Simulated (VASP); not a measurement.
# CuO (Pm-3m) in VASP: notebook

CuO is run at these levels: PBE; tasks: single point.

Program: VASP 6.6.1. These are calculated values, not measurements. Logs are shortened: lines on timing, memory, paths and dates and some standing lists are left out, and cuts for length are marked.

## Step 1: The cell of the first run

The structure is cubic, space group Pm-3m (No. 221). The conventional cell has a = 2.591 Å, b = 2.591 Å, c = 2.591 Å, α = 90.00°, β = 90.00°, γ = 90.00°. Within 3.0 Å of Cu (site symmetry m-3m) lie 8 O at 2.24 Å and 6 Cu at 2.59 Å. O (site symmetry m-3m) has 8 Cu at 2.24 Å and 6 O at 2.59 Å within 3.0 Å.

## Step 2: Single point, PBE

File INCAR:

```
SYSTEM = CuO
PREC = Accurate ; ENCUT = 520
EDIFF = 1E-6 ; ISMEAR = -1
SIGMA = 0.05 ; LREAL = .FALSE.
LASPH = .TRUE. ; NELM = 80
ALGO = Normal ; ISIF = 2
LWAVE = .FALSE. ; LCHARG = .FALSE.
GGA = PE ; NBANDS = 16
```

File KPOINTS:

```
Automatic mesh
0
G
  10 10 10
  0 0 0
```

File POSCAR:

```
CuO
1.0
    2.5908911960      0.0000000000      0.0000000000
    0.0000000000      2.5908911960      0.0000000000
    0.0000000000      0.0000000000      2.5908911960
Cu O
1 1
Direct
    0.0000000000      0.0000000000      0.0000000000
    0.5000000000      0.5000000000      0.5000000000
```

Potentials or basis: VASP PAW PBE potentials, release 64 (Cu, O).

On the command line:

```console
cat potpaw_PBE.64/Cu/POTCAR potpaw_PBE.64/O/POTCAR > POTCAR
mpirun -np 1 vasp_std > vasp.out
```

OUTCAR:

```text
SYSTEM = CuO
   PREC = Accurate
   ENCUT = 520
   EDIFF = 1E-6
   ISMEAR = -1
   LREAL = .FALSE.
   LASPH = .TRUE.
   NELM = 80
   ISIF = 2
   GGA = PE

 ion  position               nearest neighbor table
   1  0.000  0.000  0.000-   2 2.24   2 2.24   2 2.24   2 2.24   2 2.24   2 2.24   2 2.24   2 2.24

   2  0.500  0.500  0.500-   1 2.24   1 2.24   1 2.24   1 2.24   1 2.24   1 2.24   1 2.24   1 2.24

  LATTYP: Found a simple cubic cell.
 ALAT       =     2.5908911960

  Lattice vectors:

 A1 = (   2.5908911960,   0.0000000000,   0.0000000000)
 A2 = (   0.0000000000,   2.5908911960,   0.0000000000)
 A3 = (   0.0000000000,   0.0000000000,   2.5908911960)

Analysis of symmetry for initial positions (statically):
=====================================================================
 Subroutine PRICEL returns:
 Original cell was already a primitive cell.

 Routine SETGRP: Setting up the symmetry group for a
 simple cubic supercell.

 Subroutine GETGRP returns: Found 48 space group operations
 (whereof 48 operations were pure point group operations)
 out of a pool of 48 trial point group operations.

The static configuration has the point symmetry O_h .

Analysis of symmetry for dynamics (positions and initial velocities):
=====================================================================
 Subroutine PRICEL returns:
 Original cell was already a primitive cell.

 Routine SETGRP: Setting up the symmetry group for a
 simple cubic supercell.

 Subroutine GETGRP returns: Found 48 space group operations
 (whereof 48 operations were pure point group operations)
 out of a pool of 48 trial point group operations.

The dynamic configuration has the point symmetry O_h .

 Subroutine INISYM returns: Found 48 space group operations
 (whereof 48 operations are pure point group operations),
 and found     1 'primitive' translations

----------------------------------------------------------------------------------------

                                     Primitive cell

  volume of cell :      17.3919

  direct lattice vectors                    reciprocal lattice vectors
     2.590891196  0.000000000  0.000000000     0.385967578  0.000000000  0.000000000
     0.000000000  2.590891196  0.000000000     0.000000000  0.385967578  0.000000000
     0.000000000  0.000000000  2.590891196     0.000000000  0.000000000  0.385967578

  length of vectors
     2.590891196  2.590891196  2.590891196     0.385967578  0.385967578  0.385967578

  position of ions in fractional coordinates (direct lattice)
     0.000000000  0.000000000  0.000000000
     0.500000000  0.500000000  0.500000000

[... 77 lines left out ...]
   LREAL  =      F    real-space projection
   EDIFFG = 0.1E-04   stopping-criterion for IOM
   NSW    =      0    number of steps for IOM
   IBRION =     -1    ionic relax: 0-MD 1-quasi-New 2-CG
   NFREE  =      0    steps in history (QN), initial steepest desc. (CG)
   ISIF   =      2    stress and relaxation
   ISYM   =      2    0-nonsym 1-usesym 2-fastsym
   POTIM  = 0.5000    time-step for ionic-motion
   TEBEG  =    0.0;   TEEND  =   0.0 temperature during run
   PSTRESS=    0.0 pullay stress
   NELECT =      17.0000    total number of electrons
   NUPDOWN=      -1.0000    fix difference up-down
   EMIN   =  10.00;   EMAX   =-10.00  energy-range for DOS
   EFERMI =   0.00;   METHOD = LEGACY
   ISMEAR =    -1;   SIGMA  =   0.05  broadening in eV -4-tet -1-fermi 0-gaus
   EFERMI_NEDOS =   21; number of points for ismear=-14 and -15
   IALGO  =     38    algorithm
   IMIX   =      4    mixing-type and parameters
     AMIX     =   0.40;   BMIX     =  1.00
     AMIX_MAG =   1.60;   BMIX_MAG =  1.00
  volume/ion in A,a.u.               =       8.70        58.68
  Fermi-wavevector in a.u.,A,eV,Ry     =   1.624708  3.070253 35.914970  2.639676
  Thomas-Fermi vector in A             =   2.717951
   LORBIT       =      0    0 simple, 1 ext, 2 COOP (PROOUT), +10 PAW based schemes
   GGA     = PE    functional components
   LHFCALC =     F    Hartree Fock is set to
   AEXX    =    0.0000 exact exchange contribution
   IVDW    =     0    specifies the selected vdW correction
   LEPSILON=     F    determine dielectric tensor
   LRPA    =     F    only Hartree local field effects (RPA)
 non-spin polarized calculation
  energy-cutoff  :      520.00
  volume of cell :       17.39
 maximum number of plane-waves:       480
 NGX is ok and might be reduce to    20
   NGX =  9   NGY =  9   NGZ =  9

 number of electron      16.9999991 magnetization

 Free energy of the ion-electron system (eV)
  ---------------------------------------------------
  ext. energy  EPLUGINS =         0.00000000
  ---------------------------------------------------
  free energy    TOTEN  =        -8.59054535 eV

  energy without entropy =       -8.56620501  energy(sigma->0) =       -8.57837518

 E-fermi :   7.0347     XC(G=0): -13.0775

 val. band max:        7.0046780606   @ k =   0.5000   0.1000   0.0000
 cond. band min:       7.0400898030   @ k =   0.5000   0.4000   0.2000
 fundamental gap:      0.0354117424
 Fermi energy:         7.0347122231

 k-point     1 :       0.0000    0.0000    0.0000
  band No.  band energies     occupation
      1     -12.6592      2.00000
      2       3.5796      2.00000
      3       3.5796      2.00000
      4       5.0848      2.00000
      5       5.0848      2.00000
      6       5.0848      2.00000
[... 433 lines left out ...]
      3       3.2980      2.00000
      4       3.6928      2.00000
      5       4.0897      2.00000
      6       5.1920      2.00000
[... 8 lines left out ...]
     15      33.1093      0.00000
     16      33.4079      0.00000

 [... further k-points ...]

------------------------ aborting loop because EDIFF is reached ----------------------------------------

  FORCE on cell =-STRESS in cart. coord.  units (eV):
  Direction    XX          YY          ZZ          XY          YZ          ZX
  --------------------------------------------------------------------------------------
  -------------------------------------------------------------------------------------
  Total        1.1018513      1.1018513      1.1018513     -0.0000000      0.0000000      0.0000000
  in kB      101.5046760    101.5046760    101.5046760     -0.0000000      0.0000000      0.0000000
  external PRESSURE =     101.5046760 kB  Pullay stress =       0.0000000 kB

 VOLUME and BASIS-vectors are now :
 -----------------------------------------------------------------------------
  energy-cutoff  :      520.00
  volume of cell :       17.39
      direct lattice vectors                 reciprocal lattice vectors
     2.590891196  0.000000000  0.000000000     0.385967578  0.000000000  0.000000000
     0.000000000  2.590891196  0.000000000     0.000000000  0.385967578  0.000000000
     0.000000000  0.000000000  2.590891196     0.000000000  0.000000000  0.385967578

 POSITION                                       TOTAL-FORCE (eV/Angst)
 -----------------------------------------------------------------------------------
      0.00000      0.00000      0.00000         0.000000      0.000000      0.000000
      1.29545      1.29545      1.29545         0.000000      0.000000      0.000000
 -----------------------------------------------------------------------------------
    total drift:                                0.000000      0.000000      0.000000

  FREE ENERGIE OF THE ION-ELECTRON SYSTEM (eV)
  ---------------------------------------------------
  free  energy   TOTEN  =        -8.5905453463 eV

  energy  without entropy=       -8.5662050127  energy(sigma->0) =       -8.57837518
```

stdout:

```text
POSCAR found type information on POSCAR CuO
 POSCAR found :  2 types and       2 ions
 scaLAPACK will be used
 LDA part: xc-table for (Slater+PW92), standard interpolation
 POSCAR, INCAR and KPOINTS ok, starting setup
 FFT: planning ... GRIDC
 FFT: planning ... GRID_SOFT
 FFT: planning ... GRID
 WAVECAR not read
 entering main loop
```

It took 6.2 s on 1 thread of Intel Xeon 6975P-C (Granite Rapids), shared host; peak memory 0.13 GiB.

What came out:

| Item | Value |
| --- | --- |
| Free energy | -8.5905 eV |
| Pressure | 10.2 GPa |

Levels at points of the mesh, in eV from the Fermi level:
```
           k point  band 6  band 7  band 8  band 9  band 10  band 11  band 12  band 13
(0.00, 0.00, 0.00)   -1.95   -1.66   -1.66   -1.66     1.01    15.96    15.96    20.35
(0.50, 0.00, 0.00)   -1.60   -1.17    0.44    0.44     6.71     8.30    17.70    18.10
(0.50, 0.50, 0.00)   -2.14   -2.14   -1.20   -0.95     5.41    11.74    11.74    17.57
(0.50, 0.50, 0.50)   -1.17    0.34    0.34    0.34     7.08     7.08     7.08    13.71
```

Caveat: an odd number of electrons without spin polarisation forces a metal; a magnetic or distorted state may lie lower; semilocal functionals often make such compounds metallic where correlation or magnetic order opens a gap, which also shifts bond lengths. With open d or f shells a metallic result of PBE can be an artefact of self-interaction; +U or a hybrid may open a gap.

(Continued in part 2 of 2.)
